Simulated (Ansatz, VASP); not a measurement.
**Ca in VASP and in Ansatz**

```xyz
1
Lattice="-2.1227 2.1227 2.1227 2.1227 -2.1227 2.1227 2.1227 2.1227 -2.1227" Properties=species:S:1:pos:R:3 pbc="T T T"
Ca    0.0000    0.0000    0.0000
```

Alike in both runs: task single point; functional PBE; k mesh 14 × 14 × 14; occupations gaussian, width 0.1 eV; no spin polarisation.

|  | VASP | Ansatz |
| --- | --- | --- |
| version | VASP 6.6.1 | Ansatz 0.2.0 |
| potentials or method | VASP PAW PBE potentials, release 64 (Ca_sv), cutoff 520 eV | scalar-relativistic, plane waves, PAW |
| valence electrons in the cell | 10 | 10 |

```csv
,VASP,Ansatz,Ansatz less VASP
gap on the k mesh at the Fermi level (eV),none,none,-
pressure (GPa),1.8,1.8,-0.02
```

A gap of «none» marks a metal or a gap that the smearing closes. The functional is the same, so the differences come from potentials, cutoffs and numerics.
